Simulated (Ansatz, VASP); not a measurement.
Given: the input of a run of VASP 6.6.1 on Cu.

File INCAR:

```
SYSTEM = Cu
ALGO = Fast
EDIFF = 1E-6
ENCUT = 520
GGA = PS
ISIF = 2
ISMEAR = -1
LASPH = .True.
LCHARG = .False.
LREAL = .False.
LWAVE = .False.
NBANDS = 12
NELM = 80
PREC = Accurate
SIGMA = 0.05
```

The input KPOINTS:

```
k-points
0
Gamma
  13 13 13
  0 0 0
```

The input POSCAR:

```
Cu
1.0
   -0.0085780000      1.7957520000      1.8016880000
    1.8229500000     -0.0240520000      1.8171630000
    1.7953260000      1.7836020000      0.0035720000
Cu
1
Direct
    0.0014560000     -0.0242930000      0.0293210000
```

Potentials or basis: VASP PAW PBE potentials, release 64 (Cu).

The run is started by

```console
$ cat potpaw_PBE.64/Cu/POTCAR > POTCAR
$ mpirun -np 1 vasp_std > vasp.out
```

**Question.** Translate it to Ansatz 0.2.0. Potentials there: all-electron LAPW, scalar-relativistic.

**Answer.** As run (the cutoff follows the program's own potentials):

Contents of input.yaml:

```yaml
crystal:
  lattice:
    - [-0.008578, 1.795752, 1.801688]
    - [1.82295, -0.024052, 1.817163]
    - [1.795326, 1.783602, 0.003572]
  atoms:
    - { symbol: Cu, position: [0.001456, -0.024293, 0.029321] }
kpoints:
  mp_grid: { grid: [13, 13, 13] }
scf:
  occupations: { method: fermi_dirac, width: 0.05 }
hamiltonian:
  xc: pbesol
  pseudopotentials: { kind: all_electron, lapw: { basis_error: 0.001 } }
output:
  forces: true
  stress: true
  eigenvalues: true
  populations: true
```

Potentials or basis: all-electron LAPW, scalar-relativistic.

Command:

```console
$ ansatz run input.yaml --threads 1 --pin off --max-ram 3072MiB --backend cpu --events-out ev --progress --plain --runs-dir out
```

Both were run:

|  | VASP | Ansatz | Ansatz less VASP |
| --- | --- | --- | --- |
| gap on the k mesh at the Fermi level (eV) | none | none | - |
| pressure (GPa) | -5.9 | -6.5 | -0.63 |
| traceless stress, the component that is largest in VASP (GPa) | 1.51 | 1.52 | +0.007 |

VASP's potentials were made for PBE, not for PBEsol. A gap of «none» marks a metal or a gap that the smearing closes. Ansatz ran all-electron here, and VASP with PAW potentials.
